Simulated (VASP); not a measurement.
Input of a VASP 6.6.1 run:

The input INCAR:

```
  PREC = Accurate
  ENCUT = 1330
  EDIFF = 1E-6
  ISMEAR = -1
  SIGMA = 0.02
  LREAL = False
  LASPH = True
  NELM = 120
  ALGO = Normal
  ISIF = 2
  LWAVE = False
  LCHARG = True
  LELF = True
  LVHAR = True
  NBANDS = 16
  GGA_COMPAT = False
```

KPOINTS

```
regular mesh
0
Gamma
  9 9 8
```

File POSCAR:

```
TaN
1.0
    2.9380000000      0.0000000000      0.0000000000
   -1.4690000000      2.5443826363      0.0000000000
    0.0000000000      0.0000000000      2.8830000000
Ta N
1 1
Direct
    0.3199620576      0.6580713020      0.4567466505
   -0.0133702443     -0.0085968053     -0.0432514805
```

Potentials or basis: VASP PAW LDA potentials, release 64 (Ta_sv_GW, N_h).

Run with:

```console
$ cat potpaw_LDA.64/Ta_sv_GW/POTCAR potpaw_LDA.64/N_h/POTCAR > POTCAR
$ mpirun -np 1 vasp_std > vasp.out
```

Task: What does it give for the band gap on the k mesh?

Result: Zero (bands 9 and 10 overlap by 0.26 eV).

Task: What does it give for the pressure?

Result: -10.5 GPa.

Stress tensor (GPa, compression positive):
```
-10.14   0.00   0.00
  0.00 -10.14   0.00
  0.00   0.00 -11.21
```

Caveat: the cell stands under tension; spin-orbit coupling is left out, which moves the levels of the heavy elements.
